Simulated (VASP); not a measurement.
Set up this calculation in VASP 6.6.1, as the native input.

```yaml
Task: single point
Functional: PBEsol
Potentials_or_basis: VASP PAW PBE potentials, release 64 (Cu, Ni, S)
Cutoff: 600 eV
k_mesh: 2 × 2 × 2, shifted
Occupations: gaussian, width 0.1 eV
Spin: no spin polarisation
Dipole_correction: no
Further_INCAR_settings: ALGO = Normal; EDIFF = 1e-06; NBANDS = 100; ISYM = 0
```

The structure of CuNi6S16 lies in POSCAR:

```
CuNi6S16
1.0
   -3.9290978652     -2.2652738416      6.3502005027
    3.9291757529     -2.2677648774      6.3493599478
   -0.0021183564      4.5376852835      6.3514378980
Cu Ni S
1 6 16
Direct
    0.9995826491      0.0007756712      0.9994432400
    0.5000869769      0.5006569562     -0.0002311024
    0.0000726787      1.0004257084      0.4997221915
    0.9999565263      0.5006883333      0.4994826171
    0.5000795186      0.0004915982      0.9997865832
    0.5001502487      1.0004764307      0.4997003483
    1.0001970607      0.5004089366     -0.0003330199
    0.1962152718      0.1964122976      0.1959550928
    0.6945824509      0.6949828244      0.6940016236
    0.9062421138      0.6921860643      0.1995384460
    0.4147502997      0.1877388870      0.7005518511
    0.2001975618      0.9065980550      0.6913238691
    0.7010413107      0.4151314692      0.1869302029
    0.6915889344      0.2005741512      0.9059046732
    0.1873487281      0.7013883851      0.4141778794
    0.3056122554      0.3062155186      0.3054008419
    0.8041572410      0.8045745279      0.8035416111
    0.5853635903      0.8132178250      0.2989160303
    0.0939199187      0.3090027994      0.7995820694
    0.2992510258      0.5858531413      0.8125753164
    0.8000000167      0.0943402748      0.3080437292
    0.8126385089      0.2996765306      0.5850809589
    0.3084601502      0.8006195532      0.0934116212
```

These files were run (other wordings do the same):

INCAR

```
SYSTEM = CuNi6S16
PREC = Accurate
ENCUT = 600
EDIFF = 1E-6
ISMEAR = 0
SIGMA = 0.1
LREAL = .FALSE.
LASPH = .TRUE.
NELM = 120
ALGO = Normal
ISIF = 2
LWAVE = .FALSE.
LCHARG = .FALSE.
GGA = PS
ISYM = 0
NBANDS = 100
GGA_COMPAT = .FALSE.
```

KPOINTS

```
Automatic mesh
0
Gamma
  2 2 2
  0.5 0.5 0.5
```

Potentials or basis: VASP PAW PBE potentials, release 64 (Cu, Ni, S).

Launch:

```sh
$ cat potpaw_PBE.64/Cu/POTCAR potpaw_PBE.64/Ni/POTCAR potpaw_PBE.64/S/POTCAR > POTCAR
$ mpirun -np 1 vasp_std > vasp.out
```

It gave:

| Quantity | Value |
| --- | --- |
| Pressure | 0.0 GPa |
| Largest force | 0.133 eV/Å |
| Band gap on the k mesh | zero (an odd number of electrons rules out a gap without spin polarisation) |

Caveat: the k points lie up to 0.49 Å⁻¹ apart, too coarse for converged energies and pressures of a metal; the PAW data sets were made with another functional, which shifts forces and pressure a little; the run has no spin polarisation, though such a crystal can be magnetic.

It took 5.1 min on 1 thread of Intel(R) Xeon(R) 6975P-C (Granite Rapids), with other jobs on the host, peak memory 0.63 GiB.
